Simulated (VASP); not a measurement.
# Ca (Fm-3m) in VASP: notebook

The runs below take Ca through single point, with LDA.

All numbers are computed with VASP 6.6.1; they aren't measurements. Logs are shortened: lines on timing, memory, paths and dates and some standing lists are left out, and cuts for length are marked.

## 1. The cell of the first run

The structure is cubic, space group Fm-3m (No. 225). The conventional cell has a = 5.229 Å, b = 5.229 Å, c = 5.229 Å, α = 90.00°, β = 90.00°, γ = 90.00°. Within 4.9 Å of Ca (site symmetry m-3m) lie 12 Ca at 3.70 Å.

## 2. Single point, LDA (volume scaled by 0.94)

File INCAR:

```
SYSTEM = Ca
PREC = Accurate
ENCUT = 520
EDIFF = 1E-6
ISMEAR = 0
SIGMA = 0.1
LREAL = .FALSE.
LASPH = .TRUE.
NELM = 80
ALGO = Normal
ISIF = 2
LWAVE = .FALSE.
LCHARG = .FALSE.
NBANDS = 11
```

File KPOINTS:

```
Automatic mesh
0
G
  14 14 14
  0 0 0
```

File POSCAR:

```
Ca
1.0
    0.0000000000      2.6143229617      2.6143229617
    2.6143229617      0.0000000000      2.6143229617
    2.6143229617      2.6143229617      0.0000000000
Ca
1
Direct
    0.0000000000      0.0000000000      0.0000000000
```

Potentials or basis: VASP PAW LDA potentials, release 64 (Ca_sv).

Run with:

```
> cat potpaw_LDA.64/Ca_sv/POTCAR > POTCAR
> mpirun -np 1 vasp_std > vasp.out
```

OUTCAR:

```text
SYSTEM = Ca
   PREC = Accurate
   ENCUT = 520
   EDIFF = 1E-6
   ISMEAR = 0
   LREAL = .FALSE.
   LASPH = .TRUE.
   NELM = 80
   ISIF = 2

 ion  position               nearest neighbor table
   1  0.000  0.000  0.000-

  LATTYP: Found a face centered cubic cell.
 ALAT       =     5.2286459234

  Lattice vectors:

 A1 = (   0.0000000000,   2.6143229617,   2.6143229617)
 A2 = (   2.6143229617,   0.0000000000,   2.6143229617)
 A3 = (   2.6143229617,   2.6143229617,   0.0000000000)

Analysis of symmetry for initial positions (statically):
=====================================================================
 Subroutine PRICEL returns:
 Original cell was already a primitive cell.

 Routine SETGRP: Setting up the symmetry group for a
 face centered cubic supercell.

 Subroutine GETGRP returns: Found 48 space group operations
 (whereof 48 operations were pure point group operations)
 out of a pool of 48 trial point group operations.

The static configuration has the point symmetry O_h .

Analysis of symmetry for dynamics (positions and initial velocities):
=====================================================================
 Subroutine PRICEL returns:
 Original cell was already a primitive cell.

 Routine SETGRP: Setting up the symmetry group for a
 face centered cubic supercell.

 Subroutine GETGRP returns: Found 48 space group operations
 (whereof 48 operations were pure point group operations)
 out of a pool of 48 trial point group operations.

The dynamic configuration has the point symmetry O_h .

 Subroutine INISYM returns: Found 48 space group operations
 (whereof 48 operations are pure point group operations),
 and found     1 'primitive' translations

----------------------------------------------------------------------------------------

                                     Primitive cell

  volume of cell :      35.7361

  direct lattice vectors                    reciprocal lattice vectors
     0.000000000  2.614322962  2.614322962    -0.191254106  0.191254106  0.191254106
     2.614322962  0.000000000  2.614322962     0.191254106 -0.191254106  0.191254106
     2.614322962  2.614322962  0.000000000     0.191254106  0.191254106 -0.191254106

  length of vectors
     3.697210989  3.697210989  3.697210989     0.331261828  0.331261828  0.331261828

  position of ions in fractional coordinates (direct lattice)
     0.000000000  0.000000000  0.000000000

[... 81 lines left out ...]
   ISIF   =      2    stress and relaxation
   ISYM   =      2    0-nonsym 1-usesym 2-fastsym
   POTIM  = 0.5000    time-step for ionic-motion
   TEBEG  =    0.0;   TEEND  =   0.0 temperature during run
   PSTRESS=    0.0 pullay stress
   NELECT =      10.0000    total number of electrons
   NUPDOWN=      -1.0000    fix difference up-down
   EMIN   =  10.00;   EMAX   =-10.00  energy-range for DOS
   EFERMI =   0.00;   METHOD = LEGACY
   ISMEAR =     0;   SIGMA  =   0.10  broadening in eV -4-tet -1-fermi 0-gaus
   EFERMI_NEDOS =   21; number of points for ismear=-14 and -15
   IALGO  =     38    algorithm
   IMIX   =      4    mixing-type and parameters
     AMIX     =   0.40;   BMIX     =  1.00
     AMIX_MAG =   1.60;   BMIX_MAG =  1.00
  volume/ion in A,a.u.               =      35.74       241.16
  Fermi-wavevector in a.u.,A,eV,Ry     =   1.070793  2.023506 15.600413  1.146598
  Thomas-Fermi vector in A             =   2.206514
   LORBIT       =      0    0 simple, 1 ext, 2 COOP (PROOUT), +10 PAW based schemes
   GGA     = CA    functional components
   LHFCALC =     F    Hartree Fock is set to
   AEXX    =    0.0000 exact exchange contribution
   IVDW    =     0    specifies the selected vdW correction
   LEPSILON=     F    determine dielectric tensor
   LRPA    =     F    only Hartree local field effects (RPA)
 non-spin polarized calculation
 Gauss-broadening in eV      SIGMA  =   0.10
  energy-cutoff  :      520.00
  volume of cell :       35.74
 maximum number of plane-waves:       982
   NGX = 13   NGY = 13   NGZ = 13

 number of electron      10.0000000 magnetization

 number of electron       9.9999998 magnetization

 Free energy of the ion-electron system (eV)
  ---------------------------------------------------
  ext. energy  EPLUGINS =         0.00000000
  ---------------------------------------------------
  free energy    TOTEN  =        -2.19985817 eV

  energy without entropy =       -2.19375555  energy(sigma->0) =       -2.19680686

 E-fermi :   2.4999     XC(G=0):  -8.5192

 val. band max:        2.4985198219   @ k =  -0.2857   0.5000   0.2143
 cond. band min:       2.5076913529   @ k =  -0.2857   0.4286   0.1429
 fundamental gap:      0.0091715310
 Fermi energy:         2.4998523986

 k-point     1 :       0.0000    0.0000    0.0000
  band No.  band energies     occupation
      1     -38.7095      2.00000
      2     -19.8832      2.00000
      3     -19.8832      2.00000
      4     -19.8832      2.00000
      5      -1.8257      2.00000
      6       4.9069      0.00000
      7       4.9069      0.00000
      8       4.9069      0.00000
      9       6.2059      0.00000
     10       6.2059      0.00000
     11      12.4234      0.00000
[... 309 lines left out ...]
 k-point    24 :       0.2857    0.1429    0.0000
  band No.  band energies     occupation
      1     -38.6908      2.00000
      2     -20.0144      2.00000
      3     -19.9186      2.00000
      4     -19.9158      2.00000
      5      -0.4408      2.00000
      6       3.8206      0.00000
      7       4.8839      0.00000
      8       5.3014      0.00000
      9       5.8234      0.00000
     10       6.5734      0.00000
     11      11.3855      0.00000

 [... further k-points ...]

------------------------ aborting loop because EDIFF is reached ----------------------------------------

  FORCE on cell =-STRESS in cart. coord.  units (eV):
  Direction    XX          YY          ZZ          XY          YZ          ZX
  --------------------------------------------------------------------------------------
  -------------------------------------------------------------------------------------
  Total        0.2852688      0.2852688      0.2852688      0.0000000     -0.0000000     -0.0000000
  in kB       12.7896040     12.7896040     12.7896040      0.0000000     -0.0000000     -0.0000000
  external PRESSURE =      12.7896040 kB  Pullay stress =       0.0000000 kB

 VOLUME and BASIS-vectors are now :
 -----------------------------------------------------------------------------
  energy-cutoff  :      520.00
  volume of cell :       35.74
      direct lattice vectors                 reciprocal lattice vectors
     0.000000000  2.614322962  2.614322962    -0.191254106  0.191254106  0.191254106
     2.614322962  0.000000000  2.614322962     0.191254106 -0.191254106  0.191254106
     2.614322962  2.614322962  0.000000000     0.191254106  0.191254106 -0.191254106

 POSITION                                       TOTAL-FORCE (eV/Angst)
 -----------------------------------------------------------------------------------
      0.00000      0.00000      0.00000         0.000000      0.000000      0.000000
 -----------------------------------------------------------------------------------
    total drift:                               -0.000000     -0.000000     -0.000000

  FREE ENERGIE OF THE ION-ELECTRON SYSTEM (eV)
  ---------------------------------------------------
  free  energy   TOTEN  =        -2.1998581707 eV

  energy  without entropy=       -2.1937555509  energy(sigma->0) =       -2.19680686
```

OSZICAR:

```text
N       E                     dE             d eps       ncg     rms          rms(c)
DAV:   1     0.669508759829E+02    0.66951E+02   -0.50969E+03  2288   0.841E+02
DAV:   2    -0.679836024654E+00   -0.67631E+02   -0.66944E+02  2513   0.213E+02
DAV:   3    -0.216774838315E+01   -0.14879E+01   -0.14735E+01  3232   0.310E+01
DAV:   4    -0.222486533700E+01   -0.57117E-01   -0.56989E-01  2879   0.491E+00
DAV:   5    -0.222654193115E+01   -0.16766E-02   -0.16763E-02  3226   0.618E-01    0.217E+00
DAV:   6    -0.220717866233E+01    0.19363E-01   -0.15116E-02  2835   0.130E+00    0.131E+00
DAV:   7    -0.220032601430E+01    0.68526E-02   -0.18986E-02  2917   0.155E+00    0.104E-01
DAV:   8    -0.219985822207E+01    0.46779E-03   -0.21430E-03  2681   0.437E-01    0.230E-02
DAV:   9    -0.219985784796E+01    0.37411E-06   -0.60422E-05  2804   0.761E-02    0.941E-03
DAV:  10    -0.219985817074E+01   -0.32278E-06   -0.48486E-06  3424   0.130E-02
   1 F= -.21998582E+01 E0= -.21968069E+01  d E =-.610262E-02
```

Run time: 19 s. Hardware: 1 thread of Intel Xeon Platinum 8559C (Emerald Rapids), shared host; peak memory 0.16 GiB.

Results:

```yaml
Free_energy: -2.1999 eV
Pressure: 1.3 GPa
Band_gap_on_the_k_mesh: zero (band 5 reaches 2.53 eV, above the bottom of band 6 at 2.49 eV)
```

Caveat: the cell differs from its parent crystal (volume scaled by 0.94).

## 3. Single point, LDA (volume scaled by 0.97)

File INCAR:

```
SYSTEM = Ca
PREC = Accurate ; ENCUT = 520
EDIFF = 1E-6 ; ISMEAR = 0
SIGMA = 0.1 ; LREAL = .False.
LASPH = .True. ; NELM = 60
ALGO = Normal ; ISIF = 2
LWAVE = .False. ; LCHARG = .False.
GGA = CA ; NBANDS = 11
```

File KPOINTS:

```
regular mesh
0
Gamma
  14 14 14
  0 0 0
```

File POSCAR:

```
Ca
1.0
    0.0000000000      2.6418441732      2.6418441732
    2.6418441732      0.0000000000      2.6418441732
    2.6418441732      2.6418441732      0.0000000000
Ca
1
Direct
    0.0000000000      0.0000000000      0.0000000000
```

Potentials or basis: VASP PAW LDA potentials, release 64 (Ca_sv).

Run with:

```
> cat potpaw_LDA.64/Ca_sv/POTCAR > POTCAR
> mpirun -np 1 vasp_std > vasp.out
```

It took 17 s on 1 thread of Intel Xeon Platinum 8559C (Emerald Rapids), shared host; peak memory 0.16 GiB.

It converged, with:

```
Free energy            : -2.2068 eV
Pressure               : 0.6 GPa
Band gap on the k mesh : zero (band 5 reaches 2.41 eV, above the bottom of band 6 at 2.33 eV)
```

Levels at points of the mesh, in eV from the Fermi level:
```tsv
k point	band 2	band 3	band 4	band 5	band 6	band 7	band 8	band 9
(0.00, 0.00, 0.00)	-22.46	-22.46	-22.46	-4.27	2.37	2.37	2.37	3.62
(0.50, 0.00, 0.00)	-22.69	-22.49	-22.49	-1.11	0.02	2.24	2.24	4.43
(0.50, 0.50, 0.00)	-22.68	-22.54	-22.54	-0.65	0.39	1.27	4.43	4.65
```

Caveat: the cell differs from its parent crystal (volume scaled by 0.97).

## 4. Single point, LDA

This run uses another cell than the first one, of 38.02 Å³/atom, 1.064 times its volume.

File INCAR:

```
PREC = Accurate
ENCUT = 520
EDIFF = 1E-6
ISMEAR = 0
SIGMA = 0.1
LREAL = F
LASPH = T
NELM = 60
ALGO = Normal
ISIF = 2
LWAVE = F
LCHARG = F
GGA = CA
NBANDS = 11
```

File KPOINTS:

```
regular mesh
0
Gamma
  14 14 14
```

File POSCAR:

```
Ca
1.0
    0.0000000000      2.6688036288      2.6688036288
    2.6688036288      0.0000000000      2.6688036288
    2.6688036288      2.6688036288      0.0000000000
Ca
1
Direct
    0.0000000000      0.0000000000      0.0000000000
```

Potentials or basis: VASP PAW LDA potentials, release 64 (Ca_sv).

Run with:

```
> cat potpaw_LDA.64/Ca_sv/POTCAR > POTCAR
> mpirun -np 1 vasp_std > vasp.out
```

OUTCAR:

```text
PREC = Accurate
   ENCUT = 520
   EDIFF = 1E-6
   ISMEAR = 0
   LREAL = F
   LASPH = T
   NELM = 60
   ISIF = 2
   GGA = CA

 ion  position               nearest neighbor table
   1  0.000  0.000  0.000-

  LATTYP: Found a face centered cubic cell.
 ALAT       =     5.3376072576

  Lattice vectors:

 A1 = (   0.0000000000,   2.6688036288,   2.6688036288)
 A2 = (   2.6688036288,   0.0000000000,   2.6688036288)
 A3 = (   2.6688036288,   2.6688036288,   0.0000000000)
[... 513 lines left out ...]
     10       6.1059      0.00000
     11      10.6409      0.00000

 [... further k-points ...]

------------------------ aborting loop because EDIFF is reached ----------------------------------------

  FORCE on cell =-STRESS in cart. coord.  units (eV):
  Direction    XX          YY          ZZ          XY          YZ          ZX
  --------------------------------------------------------------------------------------
  -------------------------------------------------------------------------------------
  Total       -0.0046643     -0.0046643     -0.0046643      0.0000000     -0.0000000      0.0000000
  in kB       -0.1965689     -0.1965689     -0.1965689      0.0000000     -0.0000000      0.0000000
  external PRESSURE =      -0.1965689 kB  Pullay stress =       0.0000000 kB

 VOLUME and BASIS-vectors are now :
 -----------------------------------------------------------------------------
  energy-cutoff  :      520.00
  volume of cell :       38.02
      direct lattice vectors                 reciprocal lattice vectors
     0.000000000  2.668803629  2.668803629    -0.187349865  0.187349865  0.187349865
     2.668803629  0.000000000  2.668803629     0.187349865 -0.187349865  0.187349865
     2.668803629  2.668803629  0.000000000     0.187349865  0.187349865 -0.187349865

 POSITION                                       TOTAL-FORCE (eV/Angst)
 -----------------------------------------------------------------------------------
      0.00000      0.00000      0.00000        -0.000000      0.000000      0.000000
 -----------------------------------------------------------------------------------
    total drift:                               -0.000000     -0.000000     -0.000000

  FREE ENERGIE OF THE ION-ELECTRON SYSTEM (eV)
  ---------------------------------------------------
  free  energy   TOTEN  =        -2.2091282217 eV

  energy  without entropy=       -2.2022525418  energy(sigma->0) =       -2.20569038
```

OSZICAR:

```text
N       E                     dE             d eps       ncg     rms          rms(c)
DAV:   1     0.667286668896E+02    0.66729E+02   -0.51156E+03  2288   0.838E+02
DAV:   2    -0.671833056500E+00   -0.67400E+02   -0.66718E+02  2501   0.209E+02
DAV:   3    -0.216055332286E+01   -0.14887E+01   -0.14715E+01  3160   0.308E+01
DAV:   4    -0.222965468474E+01   -0.69101E-01   -0.68866E-01  3071   0.544E+00
DAV:   5    -0.223134618771E+01   -0.16915E-02   -0.16913E-02  3151   0.692E-01    0.221E+00
DAV:   6    -0.221507532469E+01    0.16271E-01   -0.14316E-02  2822   0.128E+00    0.134E+00
DAV:   7    -0.220961180126E+01    0.54635E-02   -0.18769E-02  2864   0.156E+00    0.104E-01
DAV:   8    -0.220912832258E+01    0.48348E-03   -0.21216E-03  2724   0.436E-01    0.212E-02
DAV:   9    -0.220912778194E+01    0.54064E-06   -0.66053E-05  2828   0.756E-02    0.815E-03
DAV:  10    -0.220912822173E+01   -0.43979E-06   -0.56300E-06  3414   0.149E-02
   1 F= -.22091282E+01 E0= -.22056904E+01  d E =-.687568E-02
```

stdout:

```text
POSCAR found type information on POSCAR Ca
 POSCAR found :  1 types and       1 ions
 scaLAPACK will be used
 LDA part: xc-table for (Slater(with rela. corr.)+CA(PZ))
 , standard interpolation
 POSCAR, INCAR and KPOINTS ok, starting setup
 FFT: planning ... GRIDC
 FFT: planning ... GRID_SOFT
 FFT: planning ... GRID
 WAVECAR not read
 entering main loop
```

Wall time 17 s (1 thread of Intel Xeon Platinum 8559C (Emerald Rapids), shared host); peak memory 0.16 GiB.

What came out:

```
Free energy            : -2.2091 eV
Pressure               : 0.0 GPa
Band gap on the k mesh : zero (band 5 reaches 2.29 eV, above the bottom of band 6 at 2.19 eV)
```

## 5. Summary

| cell | gap on the mesh (eV) | pressure (GPa) |
| --- | --- | --- |
| a = 3.697 Å, angles 60.0°, 1 atom | none | 1.3 |
| a = 3.736 Å, angles 60.0°, 1 atom | none | 0.6 |
| a = 3.774 Å, angles 60.0°, 1 atom | none | 0.0 |

Alike in all rows: task single point; level LDA; potentials or basis VASP PAW LDA potentials, release 64 (Ca_sv); no spin polarisation; k mesh 14 × 14 × 14; cutoff (eV) 520; smearing gaussian 0.1 eV.

Absolute energies hang on the potentials; compare differences alone.
